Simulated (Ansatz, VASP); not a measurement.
# One calculation of Al4Co3Ni, two programs

```
CELL_PARAMETERS angstrom
-2.86544 2.86544 2.86544
2.86544 -2.86544 2.86544
2.86544 2.86544 -2.86544
ATOMIC_POSITIONS crystal
Al 0.00000 0.50000 0.00000
Al 0.50000 0.00000 0.00000
Al 0.50000 0.50000 0.50000
Al 0.00000 0.00000 0.50000
Ni 0.00000 0.00000 0.00000
Co 0.50000 0.00000 0.50000
Co 0.00000 0.50000 0.50000
Co 0.50000 0.50000 0.00000
```

Alike in both runs: functional PBE; k mesh 10 × 10 × 10; occupations gaussian, width 0.1 eV; collinear spin.

Ansatz relaxed the structure, and its values are those at the end. VASP's run is a single point on that final structure, the one shown.

|  | VASP | Ansatz |
| --- | --- | --- |
| version | VASP 6.6.1 | Ansatz 0.2.0 |
| potentials or method | VASP PAW PBE potentials, release 64 (Al, Ni, Co), cutoff 520 eV | scalar-relativistic, plane waves, PAW |
| valence electrons in the cell | 49 | 81 |

VASP gave:

| Item | Value |
| --- | --- |
| gap on the k mesh at the Fermi level (eV) | none |
| pressure (GPa) | -0.1 |
| net moment per atom (μB) | 0.12 |
| size of the moment on the site where the two differ most (μB) | 0.10 |

**Question.** What did Ansatz give for the same quantities?

**Answer.** gap on the k mesh at the Fermi level (eV): none; pressure (GPa): 0.0; net moment per atom (μB): 0.12; size of the moment on the site where the two differ most (μB): 0.11.

Site moments also hang on the region over which each program counts them. A gap of «none» marks a metal or a gap that the smearing closes. The functional is the same, so the differences come from potentials, cutoffs and numerics. VASP's potentials hold 49 valence electrons a cell and Ansatz's 81, so a difference there can come from the potentials and not from the codes.
